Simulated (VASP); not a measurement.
# SiO2 (F-43m) in VASP: further runs, part 2 of 2

VASP 6.6.1.

## Step 3: Relaxation of cell and atoms, PBE

The input, INCAR:

```
SYSTEM = SiO2
PREC = Accurate
ENCUT = 600
EDIFF = 1E-7
ISMEAR = 0
SIGMA = 0.1
LREAL = .False.
LASPH = .True.
NELM = 120
ALGO = Normal
ISIF = 3
LWAVE = .False.
LCHARG = .False.
GGA = PE
IBRION = 2
NSW = 90
EDIFFG = -0.04
GGA_COMPAT = .False.
NELMIN = 4
```

The input, KPOINTS:

```
Automatic mesh
0
Gamma
  4 4 4
  0 0 0
```

The input, POSCAR:

```
SiO2
1.0
    0.0000000000      3.5599999400      3.5599999400
    3.5599999400      0.0000000000      3.5599999400
    3.5599999400      3.5599999400      0.0000000000
Si O
2 4
Direct
    0.5000000000      0.5000000000      0.5000000000
    0.2500000000      0.2500000000      0.2500000000
    0.3595931800      0.9212204600      0.3595931800
    0.3595931800      0.3595931800      0.9212204600
    0.3595931800      0.3595931800      0.3595931800
    0.9212204600      0.3595931800      0.3595931800
```

Potentials or basis: VASP PAW PBE potentials, release 64 (Si, O).

Run with:

```
$ cat potpaw_PBE.64/Si/POTCAR potpaw_PBE.64/O/POTCAR > POTCAR
$ mpirun -np 1 vasp_std > vasp.out
```

OUTCAR:

```text
SYSTEM = SiO2
   PREC = Accurate
   ENCUT = 600
   EDIFF = 1E-7
   ISMEAR = 0
   LREAL = .False.
   LASPH = .True.
   NELM = 120
   ISIF = 3
   GGA = PE
   IBRION = 2
   NSW = 90
   EDIFFG = -0.04
   NELMIN = 4

 ion  position               nearest neighbor table
   1  0.500  0.500  0.500-   3 1.73   4 1.73   6 1.73   5 1.73   2 3.08   2 3.08   2 3.08   2 3.08

   2  0.250  0.250  0.250-   5 1.35   4 1.35   3 1.35   6 1.35   1 3.08   1 3.08   1 3.08   1 3.08

   3  0.360  0.921  0.360-   2 1.35   1 1.73
   4  0.360  0.360  0.921-   2 1.35   1 1.73
   5  0.360  0.360  0.360-   2 1.35   1 1.73
   6  0.921  0.360  0.360-   2 1.35   1 1.73

  LATTYP: Found a face centered cubic cell.
 ALAT       =     7.1199998800

  Lattice vectors:

 A1 = (   0.0000000000,   3.5599999400,   3.5599999400)
 A2 = (   3.5599999400,   0.0000000000,   3.5599999400)
[... 299 lines left out ...]
      5     -10.5319      2.00000
      6      -6.4007      2.00000
[... 173 lines left out ...]
     19      10.2281      0.00000
     20      10.3069      0.00000

[... ionic steps 4 to 24 ...]

--------------------------------------- Ionic step       25  -------------------------------------------

 number of electron      32.0000012 magnetization

------------------------ aborting loop because EDIFF is reached ----------------------------------------
[... 75 lines left out ...]
--------------------------------------- Ionic step       27  -------------------------------------------

 number of electron      32.0000007 magnetization

 Free energy of the ion-electron system (eV)
  ---------------------------------------------------
  ext. energy  EPLUGINS =         0.00000000
  ---------------------------------------------------
  free energy    TOTEN  =       -47.41120088 eV

  energy without entropy =      -47.41120088  energy(sigma->0) =      -47.41120088

 E-fermi :  -0.4943     XC(G=0):  -7.4152

 val. band max:       -0.9836961122   @ k =   0.5000   0.0000   0.0000
 cond. band min:       4.3885939458   @ k =   0.0000   0.0000   0.0000
 fundamental gap:      5.3722900580
 Fermi energy:        -0.4942565280

 k-point     1 :       0.0000    0.0000    0.0000
  band No.  band energies     occupation
      1     -20.3236      2.00000
      2     -18.3470      2.00000
      3     -18.3470      2.00000
      4     -18.3470      2.00000
      5     -11.0272      2.00000
      6      -6.8992      2.00000
[... 206 lines left out ...]
  FREE ENERGIE OF THE ION-ELECTRON SYSTEM (eV)
  ---------------------------------------------------
  free  energy   TOTEN  =       -47.4112008784 eV

  energy  without entropy=      -47.4112008784  energy(sigma->0) =      -47.41120088

 reached required accuracy - stopping structural energy minimisation
```

OSZICAR:

```text
N       E                     dE             d eps       ncg     rms          rms(c)
DAV:   1     0.275406647203E+03    0.27541E+03   -0.18155E+04   320   0.162E+03
DAV:   2    -0.310943023788E+02   -0.30650E+03   -0.29538E+03   464   0.362E+02
DAV:   3    -0.491167127663E+02   -0.18022E+02   -0.17971E+02   384   0.101E+02
[... 358 lines left out ...]
DAV:   6    -0.474112028355E+02    0.21855E-05   -0.67580E-06   352   0.202E-02    0.130E-02
DAV:   7    -0.474112013373E+02    0.14982E-05   -0.33026E-06   344   0.131E-02    0.540E-03
DAV:   8    -0.474112010528E+02    0.28449E-06   -0.29374E-07   264   0.414E-03    0.227E-03
DAV:   9    -0.474112008642E+02    0.18862E-06   -0.55644E-08   212   0.188E-03    0.131E-03
DAV:  10    -0.474112008784E+02   -0.14215E-07   -0.27353E-08   172   0.118E-03
  27 F= -.47411201E+02 E0= -.47411201E+02  d E =-.750859E-02
```

CONTCAR:

```text
SiO2
   1.00000000000000
     0.0000000000000000    3.7296442209979856    3.7296442209979856
     3.7296442209979856    0.0000000000000000    3.7296442209979856
     3.7296442209979856    3.7296442209979856    0.0000000000000000
  Si              O
     2     4
Direct
     0.5000000000000000    0.5000000000000000    0.5000000000000000
     0.2500000000000000    0.2500000000000000    0.2500000000000000
     0.3749847665555023    0.8750457003334857    0.3749847665555023
     0.3749847665555023    0.3749847665555023    0.8750457003334857
     0.3749847665555023    0.3749847665555023    0.3749847665555023
     0.8750457003334857    0.3749847665555024    0.3749847665555023

  0.00000000E+00  0.00000000E+00  0.00000000E+00
  0.00000000E+00  0.00000000E+00  0.00000000E+00
  0.00000000E+00  0.00000000E+00  0.00000000E+00
  0.00000000E+00  0.00000000E+00  0.00000000E+00
  0.00000000E+00  0.00000000E+00  0.00000000E+00
  0.00000000E+00  0.00000000E+00  0.00000000E+00
```

It took 7.9 min on 1 thread of Intel Xeon Platinum 8259CL at 2.50GHz (Skylake/Cascade Lake), shared host; peak memory 0.25 GiB.

What came out:

| Property | Result |
| --- | --- |
| Free energy | -47.4112 eV |
| Relaxed volume | 17.29 Å³/atom |
| Relaxed cell | a = 5.275 Å, b = 5.275 Å, c = 5.275 Å, α = 60.00°, β = 60.00°, γ = 60.00° |
| Space group after relaxing (to 0.05 Å) | Fd-3m (No. 227) |
| Energy gained by relaxing | 1686.5 meV/atom |
| Ionic steps | 27 |
| Pressure after relaxing | 0.1 GPa |
| Largest force after relaxing | 0.016 eV/Å |
| Band gap on the k mesh | 5.37 eV, indirect (least direct gap 5.38 eV) |

Forces on the atoms (eV/Å):
```
Si   0.000  0.000  0.000
Si   0.000  0.000  0.000
O   -0.009  0.009 -0.009
O   -0.009 -0.009  0.009
O    0.009  0.009  0.009
O    0.009 -0.009 -0.009
```

Step by step:
```
step  energy change (eV)  largest force (eV/Å)  pressure (GPa)  volume (Å³)
   1              0.0000               25.3703           55.93        90.24
   2            617.0940              626.1982          463.45       177.64
   3             -6.9602               12.3064           26.50        93.88
   4             -7.5365               10.6534           26.34        92.97
   5             -8.2131                8.0686           26.85        91.60
   6             -8.4554                6.7385           27.44        90.92
   7             -8.5515                6.0614           27.85        90.58
   8             -8.5931                5.7205           28.06        90.41
   9             -8.6123                5.5491           28.18        90.32
  10             -8.6215                5.4622           28.24        90.28
  11             -8.6260                5.4198           28.27        90.26
  12             -8.6282                5.3986           28.28        90.25
  13             -8.6294                5.3878           28.29        90.24
  14             -8.6299                5.3825           28.29        90.24
  15             -8.6302                5.3798           28.29        90.24
  16             -8.6303                5.3784           28.29        90.24
  17             -8.6304                5.3777           28.29        90.24
  18             -8.6304                5.3774           28.30        90.24
  19             -8.6304                5.3772           28.30        90.24
  20             -5.6224               10.4064           -4.51       120.93
  21             -9.8101                3.0244            8.38        98.89
  22             -9.8279                2.5433            9.61        98.09
  23             -9.6902                1.3091          -10.91       113.81
  24            -10.1111                0.4204           -1.19       104.69
  25            -10.1113                0.4677           -0.93       104.50
  26            -10.1098                0.4952            1.23       102.96
  27            -10.1188                0.0160            0.07       103.76
```

Final structure:
```
Si O
1.0
     0.00000    3.72964    3.72964
     3.72964    0.00000    3.72964
     3.72964    3.72964    0.00000
Si O
2 4
Cartesian
  3.7296 3.7296 3.7296
  1.8648 1.8648 1.8648
  4.6622 2.7971 4.6622
  4.6622 4.6622 2.7971
  2.7971 2.7971 2.7971
  2.7971 4.6622 4.6622
```

A hybrid or GW would open this gap; PBE tends to underestimate it.
